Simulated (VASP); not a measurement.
# C (P6_3/mmc) in VASP: notebook

Runs on C. Level: PBEsol. Tasks: single point.

Everything below comes from runs of VASP 6.6.1. Logs are shortened: lines on timing, memory, paths and dates and some standing lists are left out, and cuts for length are marked.

**1. The cell of the first run**

It takes space group P6_3/mmc (No. 194, hexagonal). The conventional cell has a = 2.489 Å, b = 2.489 Å, c = 4.223 Å, α = 90.00°, β = 90.00°, γ = 120.00°. C (site symmetry 3m) has 4 C at 1.53 to 1.58 Å within 2.0 Å.

**2. Single point, PBEsol (strained cell)**

Contents of INCAR:

```
PREC = Accurate ; ENCUT = 520
EDIFF = 1E-6 ; ISMEAR = 0
SIGMA = 0.02 ; LREAL = False
LASPH = True ; NELM = 100
ALGO = Normal ; ISIF = 2
LWAVE = False ; LCHARG = False
GGA = PS ; NBANDS = 16
```

Contents of KPOINTS:

```
regular mesh
0
Gamma
  9 9 6
```

Contents of POSCAR:

```
C
1.0
    2.4893572955      0.0000000000      0.0000000000
   -1.2446786477      2.1558466570      0.0000000000
    0.0000000000      0.0000000000      4.2229976408
C
4
Direct
    0.3333333333      0.6666666667     -0.0002046816
    0.6666666667      0.3333333333      0.4997953184
    0.3333333333      0.6666666667      0.3742046816
    0.6666666667      0.3333333333      0.8742046816
```

Potentials or basis: VASP PAW PBE potentials, release 64 (C).

Run with:

```bash
$ cat potpaw_PBE.64/C/POTCAR > POTCAR
$ mpirun -np 1 vasp_std > vasp.out
```

OUTCAR:

```text
PREC = Accurate
   ENCUT = 520
   EDIFF = 1E-6
   ISMEAR = 0
   LREAL = False
   LASPH = True
   NELM = 100
   ISIF = 2
   GGA = PS

 ion  position               nearest neighbor table
   1  0.333  0.667  1.000-   4 1.53   4 1.53   4 1.53   3 1.58
   2  0.667  0.333  0.500-   3 1.53   3 1.53   3 1.53   4 1.58
   3  0.333  0.667  0.374-   2 1.53   2 1.53   2 1.53   1 1.58
   4  0.667  0.333  0.874-   1 1.53   1 1.53   1 1.53   2 1.58

  LATTYP: Found a hexagonal cell.
 ALAT       =     2.4893572955
 C/A-ratio  =     1.6964208587

  Lattice vectors:

 A1 = (   2.4893572955,   0.0000000000,   0.0000000000)
 A2 = (  -1.2446786477,   2.1558466570,   0.0000000000)
 A3 = (   0.0000000000,   0.0000000000,   4.2229976408)

Analysis of symmetry for initial positions (statically):
=====================================================================
 Subroutine PRICEL returns:
 Original cell was already a primitive cell.

 Routine SETGRP: Setting up the symmetry group for a
 hexagonal supercell.

 Subroutine GETGRP returns: Found 24 space group operations
 (whereof  6 operations were pure point group operations)
 out of a pool of 24 trial point group operations.

The static configuration has the point symmetry C_3v.
 The point group associated with its full space group is D_6h.

Analysis of symmetry for dynamics (positions and initial velocities):
=====================================================================
 Subroutine PRICEL returns:
 Original cell was already a primitive cell.

 Routine SETGRP: Setting up the symmetry group for a
 hexagonal supercell.

 Subroutine GETGRP returns: Found 24 space group operations
 (whereof  6 operations were pure point group operations)
 out of a pool of 24 trial point group operations.

The dynamic configuration has the point symmetry C_3v.
 The point group associated with its full space group is D_6h.

 Subroutine INISYM returns: Found 24 space group operations
 (whereof  6 operations are pure point group operations),
 and found     1 'primitive' translations

----------------------------------------------------------------------------------------

                                     Primitive cell

  volume of cell :      22.6634

  direct lattice vectors                    reciprocal lattice vectors
     2.489357296  0.000000000  0.000000000     0.401710113  0.231927442  0.000000000
    -1.244678648  2.155846657  0.000000000     0.000000000  0.463854884  0.000000000
     0.000000000  0.000000000  4.222997641     0.000000000  0.000000000  0.236798617

  length of vectors
     2.489357296  2.489357295  4.222997641     0.463854884  0.463854884  0.236798617

  position of ions in fractional coordinates (direct lattice)
     0.333333333  0.666666667  0.999795318
     0.666666667  0.333333333  0.499795318
     0.333333333  0.666666667  0.374204682
     0.666666667  0.333333333  0.874204682

  ion indices of the primitive-cell ions
   primitive index   ion index
                 1           1
                 2           2
                 3           3
                 4           4

----------------------------------------------------------------------------------------

 KPOINTS: regular mesh

Automatic generation of k-mesh.
 Grid dimensions read from file:
 generate k-points for:    9    9    6

 Generating k-lattice:

  Cartesian coordinates                     Fractional coordinates (reciprocal lattice)
     0.044634457  0.025769716  0.000000000     0.111111111 -0.000000000  0.000000000
     0.000000000  0.051539432  0.000000000     0.000000000  0.111111111  0.000000000
     0.000000000  0.000000000  0.039466436     0.000000000  0.000000000  0.166666667

  Length of vectors
     0.051539432  0.051539432  0.039466436

  Shift w.r.t. Gamma in fractional coordinates (k-lattice)
     0.000000000  0.000000000  0.000000000

 Subroutine IBZKPT returns following result:
 ===========================================

 Found     48 irreducible k-points:

 Following reciprocal coordinates:
            Coordinates               Weight
  0.000000  0.000000  0.000000      1.000000
  0.111111 -0.000000  0.000000      6.000000
  0.222222 -0.000000  0.000000      6.000000
  0.333333 -0.000000  0.000000      6.000000
  0.444444 -0.000000  0.000000      6.000000
  0.111111  0.111111  0.000000      6.000000
[... 16 lines left out ...]
  0.333333  0.222222  0.166667     24.000000
  0.333333  0.333333  0.166667      4.000000
 [... further k-points ...]
   k-points           NKPTS =     48   k-points in BZ     NKDIM =     48   number of bands    NBANDS=     16
   number of dos      NEDOS =    301   number of ions     NIONS =      4
   total plane-waves  NPLWV =  12800
   dimension x,y,z NGX =    20 NGY =   20 NGZ =   32
   dimension x,y,z NGXF=    40 NGYF=   40 NGZF=   64
   ions per type =               4
   NGX,Y,Z   is equivalent  to a cutoff of  13.36, 13.36, 12.60 a.u.
   NGXF,Y,Z  is equivalent  to a cutoff of  26.71, 26.71, 25.19 a.u.
 SYSTEM =  unknown system
   PREC   = accura    normal or accurate (medium, high low for compatibility)
   ISTART =      0    job   : 0-new  1-cont  2-samecut
   ICHARG =      2    charge: 1-file 2-atom 10-const
   ISPIN  =      1    spin polarized calculation?
   LNONCOLLINEAR =      F non collinear calculations
   LSORBIT =      F    spin-orbit coupling
   LASPH  =      T    aspherical Exc in radial PAW
   ENCUT  =  520.0 eV  38.22 Ry    6.18 a.u.   4.63  4.63  7.85*2*pi/ulx,y,z
   NELM   =    100;   NELMIN=  2; NELMDL= -5     # of ELM steps
   EDIFF  = 0.1E-05   stopping-criterion for ELM
   LREAL  =      F    real-space projection
   EDIFFG = 0.1E-04   stopping-criterion for IOM
   NSW    =      0    number of steps for IOM
   IBRION =     -1    ionic relax: 0-MD 1-quasi-New 2-CG
   NFREE  =      0    steps in history (QN), initial steepest desc. (CG)
   ISIF   =      2    stress and relaxation
   ISYM   =      2    0-nonsym 1-usesym 2-fastsym
   POTIM  = 0.5000    time-step for ionic-motion
   TEBEG  =    0.0;   TEEND  =   0.0 temperature during run
   PSTRESS=    0.0 pullay stress
   NELECT =      16.0000    total number of electrons
   NUPDOWN=      -1.0000    fix difference up-down
   EMIN   =  10.00;   EMAX   =-10.00  energy-range for DOS
   EFERMI =   0.00;   METHOD = LEGACY
   ISMEAR =     0;   SIGMA  =   0.02  broadening in eV -4-tet -1-fermi 0-gaus
   EFERMI_NEDOS =   21; number of points for ismear=-14 and -15
   IALGO  =     38    algorithm
   IMIX   =      4    mixing-type and parameters
     AMIX     =   0.40;   BMIX     =  1.00
     AMIX_MAG =   1.60;   BMIX_MAG =  1.00
  volume/ion in A,a.u.               =       5.67        38.24
  Fermi-wavevector in a.u.,A,eV,Ry     =   1.457716  2.754683 28.911499  2.124935
  Thomas-Fermi vector in A             =   2.574485
   LORBIT       =      0    0 simple, 1 ext, 2 COOP (PROOUT), +10 PAW based schemes
   GGA     = PS    functional components
   LHFCALC =     F    Hartree Fock is set to
   AEXX    =    0.0000 exact exchange contribution
   IVDW    =     0    specifies the selected vdW correction
   LEPSILON=     F    determine dielectric tensor
   LRPA    =     F    only Hartree local field effects (RPA)
 non-spin polarized calculation
 Gauss-broadening in eV      SIGMA  =   0.02
  energy-cutoff  :      520.00
  volume of cell :       22.66
 maximum number of plane-waves:       628
 NGX is ok and might be reduce to    20
   NGX =  9   NGY =  9   NGZ = 15

 number of electron      16.0000000 magnetization

 Free energy of the ion-electron system (eV)
  ---------------------------------------------------
  ext. energy  EPLUGINS =         0.00000000
  ---------------------------------------------------
  free energy    TOTEN  =       -38.38228481 eV

  energy without entropy =      -38.38228481  energy(sigma->0) =      -38.38228481

 E-fermi :  10.1142     XC(G=0): -13.4337

 val. band max:       10.0057418846   @ k =   0.0000   0.0000   0.0000
 cond. band min:      13.0550543486   @ k =   0.3333   0.3333   0.0000
 fundamental gap:      3.0493124640
 Fermi energy:        10.1141599005

 k-point     1 :       0.0000    0.0000    0.0000
  band No.  band energies     occupation
      1     -11.8367      2.00000
      2      -6.4725      2.00000
      3      -3.7641      2.00000
      4       7.1016      2.00000
      5       7.1016      2.00000
      6       9.4996      2.00000
[... 8 lines left out ...]
     15      24.2958      0.00000
     16      27.3081      0.00000

 k-point     2 :       0.1111   -0.0000    0.0000
  band No.  band energies     occupation
      1     -11.5247      2.00000
      2      -6.1914      2.00000
      3      -3.4681      2.00000
      4       5.6356      2.00000
      5       6.4875      2.00000
      6       8.7484      2.00000
[... 8 lines left out ...]
     15      24.6733      0.00000
     16      26.5478      0.00000

 k-point     3 :       0.2222   -0.0000    0.0000
  band No.  band energies     occupation
      1     -10.5948      2.00000
      2      -5.3532      2.00000
      3      -2.6179      2.00000
      4       2.5780      2.00000
      5       5.2953      2.00000
      6       6.1150      2.00000
[... 8 lines left out ...]
     15      24.6139      0.00000
     16      25.4193      0.00000

 k-point     4 :       0.3333   -0.0000    0.0000
  band No.  band energies     occupation
      1      -9.0737      2.00000
      2      -3.9775      2.00000
      3      -1.6934      2.00000
      4      -0.3126      2.00000
      5       3.2082      2.00000
      6       4.2697      2.00000
[... 8 lines left out ...]
     15      24.9199      0.00000
     16      26.5219      0.00000
[... 324 lines left out ...]
 k-point    22 :       0.2222    0.2222    0.1667
  band No.  band energies     occupation
      1      -8.0045      2.00000
      2      -4.0988      2.00000
      3      -1.1187      2.00000
      4       1.1309      2.00000
      5       1.4392      2.00000
      6       2.4840      2.00000
[... 8 lines left out ...]
     15      23.5717      0.00000
     16      26.0381      0.00000

 k-point    23 :       0.3333    0.2222    0.1667
  band No.  band energies     occupation
      1      -6.0751      2.00000
      2      -3.3448      2.00000
      3      -2.1640      2.00000
      4       0.1970      2.00000
      5       0.4801      2.00000
      6       2.4349      2.00000
[... 8 lines left out ...]
     15      25.0668      0.00000
     16      26.4952      0.00000

 k-point    24 :       0.3333    0.3333    0.1667
  band No.  band energies     occupation
      1      -4.3569      2.00000
      2      -4.3569      2.00000
      3      -1.0259      2.00000
      4      -0.5941      2.00000
      5      -0.5941      2.00000
      6       2.3136      2.00000
[... 8 lines left out ...]
     15      25.7182      0.00000
     16      25.7182      0.00000

 [... further k-points ...]

------------------------ aborting loop because EDIFF is reached ----------------------------------------

  FORCE on cell =-STRESS in cart. coord.  units (eV):
  Direction    XX          YY          ZZ          XY          YZ          ZX
  --------------------------------------------------------------------------------------
  -------------------------------------------------------------------------------------
  Total        0.8355312      0.8355312     -2.5450687      0.0000000      0.0000000     -0.0000000
  in kB       59.0673280     59.0673280   -179.9219531      0.0000000      0.0000000     -0.0000000
  external PRESSURE =     -20.5957657 kB  Pullay stress =       0.0000000 kB

 VOLUME and BASIS-vectors are now :
 -----------------------------------------------------------------------------
  energy-cutoff  :      520.00
  volume of cell :       22.66
      direct lattice vectors                 reciprocal lattice vectors
     2.489357296  0.000000000  0.000000000     0.401710113  0.231927442  0.000000000
    -1.244678648  2.155846657  0.000000000     0.000000000  0.463854884  0.000000000
     0.000000000  0.000000000  4.222997641     0.000000000  0.000000000  0.236798617

 POSITION                                       TOTAL-FORCE (eV/Angst)
 -----------------------------------------------------------------------------------
     -0.00000      1.43723      4.22213         0.000000     -0.000000      0.011703
      1.24468      0.71862      2.11063        -0.000000      0.000000      0.011703
     -0.00000      1.43723      1.58027         0.000000     -0.000000     -0.011703
      1.24468      0.71862      3.69176        -0.000000      0.000000     -0.011703
 -----------------------------------------------------------------------------------
    total drift:                               -0.000000      0.000000      0.000007

  FREE ENERGIE OF THE ION-ELECTRON SYSTEM (eV)
  ---------------------------------------------------
  free  energy   TOTEN  =       -38.3822848088 eV

  energy  without entropy=      -38.3822848088  energy(sigma->0) =      -38.38228481
```

Run time: 15 s. Hardware: 1 thread of Intel Xeon 8259CL, shared host; peak memory 0.13 GiB.

Results:

- Free energy: -38.3823 eV
- Pressure: -2.1 GPa
- Largest force: 0.012 eV/Å
- Band gap on the k mesh: 3.05 eV (least direct gap 4.77 eV)

Forces in eV/Å, atoms in the order of the input:
```
C    0.000  0.000  0.012
C    0.000  0.000  0.012
C    0.000  0.000 -0.012
C    0.000  0.000 -0.012
```

Stress tensor (GPa, compression positive):
```
  5.91   0.00   0.00
  0.00   5.91   0.00
  0.00   0.00 -17.99
```

Levels at points of the mesh, in eV from the valence-band top:
| k point | band 4 | band 5 | band 6 | band 7 | band 8 | band 9 | band 10 | band 11 | band 12 | band 13 |
| --- | --- | --- | --- | --- | --- | --- | --- | --- | --- | --- |
| (0.00, 0.00, 0.00) | -2.90 | -2.90 | -0.51 | 0.00 | 0.00 | 4.77 | 5.15 | 5.15 | 8.62 | 9.50 |
| (0.00, 0.00, 0.50) | -7.28 | -1.73 | -1.73 | -1.73 | -1.73 | 7.32 | 7.32 | 7.32 | 7.32 | 7.87 |

Caveat: the cell differs from its parent crystal (strained cell); the PAW data sets were made with another functional, which shifts forces and pressure a little; an odd mesh through Γ misses points on the zone boundary, where band edges can lie.

**3. Single point, PBEsol (strained cell)**

Contents of INCAR:

```
PREC = Accurate
ENCUT = 520
EDIFF = 1E-7
ISMEAR = 0
SIGMA = 0.02
LREAL = False
LASPH = True
NELM = 60
ALGO = Normal
ISIF = 2
LWAVE = False
LCHARG = True
GGA = PS
LELF = True
LVHAR = True
NBANDS = 16
```

KPOINTS is that of step 2.

Contents of POSCAR:

```
C
1.0
    2.4993962492      0.0000000000      0.0000000000
   -1.2496981246      2.1645406459      0.0000000000
    0.0000000000      0.0000000000      4.2229976408
C
4
Direct
    0.3333333333      0.6666666667     -0.0002601248
    0.6666666667      0.3333333333      0.4997398752
    0.3333333333      0.6666666667      0.3742601248
    0.6666666667      0.3333333333      0.8742601248
```

Potentials or basis: VASP PAW PBE potentials, release 64 (C).

Run with:

```bash
$ cat potpaw_PBE.64/C/POTCAR > POTCAR
$ mpirun -np 1 vasp_std > vasp.out
```

It took 20 s on 1 thread of Intel Xeon 8259CL, shared host; peak memory 0.13 GiB.

Results (log left out):

```
Free energy            : -38.3862 eV
Pressure               : -5.6 GPa
Largest force          : 0.011 eV/Å
Band gap on the k mesh : 3.09 eV (least direct gap 4.86 eV)
```

Forces in eV/Å, atoms in the order of the input:
```
C    0.000  0.000  0.011
C    0.000  0.000  0.011
C    0.000  0.000 -0.011
C    0.000  0.000 -0.011
```

Stress tensor (GPa, compression positive):
```
  0.55   0.00   0.00
  0.00   0.55   0.00
  0.00   0.00 -17.98
```

Levels at points of the mesh, in eV from the valence-band top:
```
           k point  band 6  band 7  band 8  band 9  band 10  band 11
(0.00, 0.00, 0.00)   -0.48    0.00    0.00    4.86     5.09     5.09
(0.00, 0.00, 0.50)   -1.74   -1.74   -1.74    7.27     7.27     7.27
```

Caveat: the cell differs from its parent crystal (strained cell); the cell stands under tension; the PAW data sets were made with another functional, which shifts forces and pressure a little; an odd mesh through Γ misses points on the zone boundary, where band edges can lie.

**4. Single point, PBEsol (strained cell)**

Contents of INCAR:

```
SYSTEM = C
PREC = Accurate
ENCUT = 520
EDIFF = 1E-6
ISMEAR = 0
SIGMA = 0.02
LREAL = .False.
LASPH = .True.
NELM = 80
ALGO = Normal
ISIF = 2
LWAVE = .False.
LCHARG = .True.
GGA = PS
LELF = .True.
LVHAR = .True.
NBANDS = 16
```

Contents of KPOINTS:

```
Automatic mesh
0
Gamma
  9 9 6
  0 0 0
```

Changes to POSCAR since step 3:

```diff
@@ -2,4 +2,4 @@
 1.0
-    2.4993962492      0.0000000000      0.0000000000
-   -1.2496981246      2.1645406459      0.0000000000
+    2.4981173483      0.0000000000      0.0000000000
+   -1.2490586742      2.1634330853      0.0000000000
     0.0000000000      0.0000000000      4.2229976408
```

Run with:

```bash
$ cat potpaw_PBE.64/C/POTCAR > POTCAR
$ mpirun -np 1 vasp_std > vasp.out
```

Wall time 23 s (1 thread of Intel Xeon 8259CL, shared host); peak memory 0.13 GiB.

Results (log left out):

```yaml
Free_energy: -38.3860 eV
Pressure: -5.2 GPa
Largest_force: 0.013 eV/Å
Band_gap_on_the_k_mesh: 3.09 eV (least direct gap 4.85 eV)
```

Forces in eV/Å, atoms in the order of the input:
```
C    0.000  0.000  0.013
C    0.000  0.000  0.013
C    0.000  0.000 -0.013
C    0.000  0.000 -0.013
```

Stress tensor (GPa, compression positive):
```
  1.23   0.00   0.00
  0.00   1.23   0.00
  0.00   0.00 -17.99
```

Levels at points of the mesh, in eV from the valence-band top:
```
           k point  band 6  band 7  band 8  band 9  band 10  band 11
(0.00, 0.00, 0.00)   -0.48    0.00    0.00    4.85     5.10     5.10
(0.00, 0.00, 0.50)   -1.74   -1.74   -1.74    7.28     7.28     7.28
```

Caveat: the cell differs from its parent crystal (strained cell); the cell stands under tension; the PAW data sets were made with another functional, which shifts forces and pressure a little; an odd mesh through Γ misses points on the zone boundary, where band edges can lie.

**5. Summary**

```csv
cell,gap on the mesh (eV),pressure (GPa),largest force (eV/Å)
"a = 2.489, b = 2.489, c = 4.223 Å, angles 90.0, 90.0, 120.0°, 4 atoms",3.05,-2.1,0.01
"a = 2.499, b = 2.499, c = 4.223 Å, angles 90.0, 90.0, 120.0°, 4 atoms",3.09,-5.6,0.01
"a = 2.498, b = 2.498, c = 4.223 Å, angles 90.0, 90.0, 120.0°, 4 atoms",3.09,-5.2,0.01
```

Alike in all rows: task single point; level PBEsol; potentials or basis VASP PAW PBE potentials, release 64 (C); no spin polarisation; k mesh 9 × 9 × 6; cutoff (eV) 520; smearing gaussian 0.02 eV.

Caveats: the PAW data sets were made with another functional, which shifts forces and pressure a little; an odd mesh through Γ misses points on the zone boundary, where band edges can lie; the cell stands under tension (at least some runs).

Absolute energies hang on the potentials; compare differences alone.
